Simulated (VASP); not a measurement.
Write the native input for VASP 6.6.1 that does the following.

| Item | Value |
| --- | --- |
| Task | single point |
| Functional | PBE |
| Dispersion | D3(BJ) |
| Potentials or basis | VASP PAW PBE potentials, release 64 (Tl_d) |
| Cutoff | 500 eV |
| k mesh | 9 × 9 × 5 |
| Occupations | methfessel-paxton, width 0.05 eV |
| Spin | non-collinear spin, typed start |
| Starting moments | [[0.289, 0.289, 0.289], [-0.144, -0.144, -0.144]] μB |
| Dipole correction | no |
| Further INCAR settings | ALGO = Normal; EDIFF = 1e-06; NBANDS = 38 |

The structure of Tl lies in POSCAR:

```
Tl
1.0
    3.5237819143      0.0000000000      0.0000000000
   -1.7618909571      3.0516846552      0.0000000000
    0.0000000000      0.0000000000      5.6333608439
Tl
2
Direct
    0.6666666667      0.3333333333      0.7500000000
    0.3333333333      0.6666666667      0.2500000000
```

These files were run (other wordings do the same):

INCAR

```
SYSTEM = Tl
ALGO     = Normal         ! electronic algorithm
EDIFF    = 1E-6           ! SCF threshold, eV
ENCUT    = 500            ! plane-wave cutoff, eV
GGA      = PE             ! functional
GGA_COMPAT= .False.      
ISIF     = 2              ! what is computed and relaxed
ISMEAR   = 1              ! smearing method
IVDW     = 12             ! dispersion correction
LASPH    = .True.         ! aspherical terms in the spheres
LCHARG   = .True.         ! write CHGCAR
LNONCOLLINEAR= .True.         ! non-collinear magnetism
LORBIT   = 11             ! projections on sites
LREAL    = .False.        ! projectors in reciprocal space
LVHAR    = .True.       
LWAVE    = .False.        ! write WAVECAR
MAGMOM   = 0.289 0.289 0.289 -0.144 -0.144 -0.144 ! initial moments
NBANDS   = 38             ! bands
NELM     = 200            ! most SCF steps
PREC     = Accurate       ! precision mode
SIGMA    = 0.05           ! smearing width, eV
```

KPOINTS

```
k-points
0
Gamma
  9 9 5
  0 0 0
```

Potentials or basis: VASP PAW PBE potentials, release 64 (Tl_d).

Run with:

```sh
$ cat potpaw_PBE.64/Tl_d/POTCAR > POTCAR
$ mpirun -np 1 vasp_ncl > vasp.out
```

It gave:

The pressure is -0.6 GPa. The band gap on the k mesh is zero (bands 26 and 27 overlap by 3.39 eV). The net moment is 0.00 μB per cell, the valence electrons inside the program's atomic spheres are Tl 11.20 and the dispersion energy per atom is -0.323 eV.

Caveat: spin-orbit coupling is left out, which moves the levels of the heavy elements.

Wall time 24 min on 1 thread of Intel(R) Xeon(R) Platinum 8259CL CPU @ 2.50GHz (Skylake/Cascade Lake), with other jobs on the host, peak memory 1.1 GiB.
